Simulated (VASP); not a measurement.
**Rh: single point with LDA**

Crystal: Rh.

```
Rh
1.0
     0.00000    1.85491    1.71709
     1.85491    0.00000    1.71709
     1.85491    1.85491    0.00000
Rh
1
Direct
  0.00000 0.00000 0.00000
```

```
Program                : VASP 6.6.1
Task                   : single point
Functional             : LDA
Potentials or basis    : VASP PAW LDA potentials, release 64 (Rh_pv)
Cutoff                 : 520 eV
k mesh                 : 22 × 22 × 22
Occupations            : gaussian, width 0.15 eV
Spin                   : no spin polarisation
Dipole correction      : no
Further INCAR settings : ALGO = Normal; EDIFF = 1e-06; NBANDS = 14
```

```json
{
  "Pressure": "50.0 GPa",
  "Band gap on the k mesh": "zero (an odd number of electrons rules out a gap without spin polarisation)"
}
```

Stress tensor (GPa, compression positive):
```
41.36  0.00  0.00
 0.00 41.36  0.00
 0.00  0.00 67.30
```

Levels at points of the mesh, in eV from the Fermi level:
```
           k point  band 4  band 5  band 6  band 7  band 8  band 9  band 10  band 11
(0.00, 0.00, 0.00)   -9.16   -4.18   -4.18   -3.23   -1.87   -0.67    15.82    19.98
(0.50, 0.00, 0.00)   -7.55   -4.55   -3.42    0.49    0.61    1.07    10.38    15.22
(0.50, 0.50, 0.00)   -7.96   -7.58    0.74    1.36    1.36    4.78    13.18    13.18
(0.50, 0.00, 0.50)   -7.89   -7.40    0.71    0.85    1.69    2.89    13.59    14.02
```

Run time: 65 s on 1 thread of AMD EPYC 9R14 (Zen 4), on a shared host, peak memory 0.19 GiB.

Caveat: the stress differs along the axes, from 41 to 67 GPa.
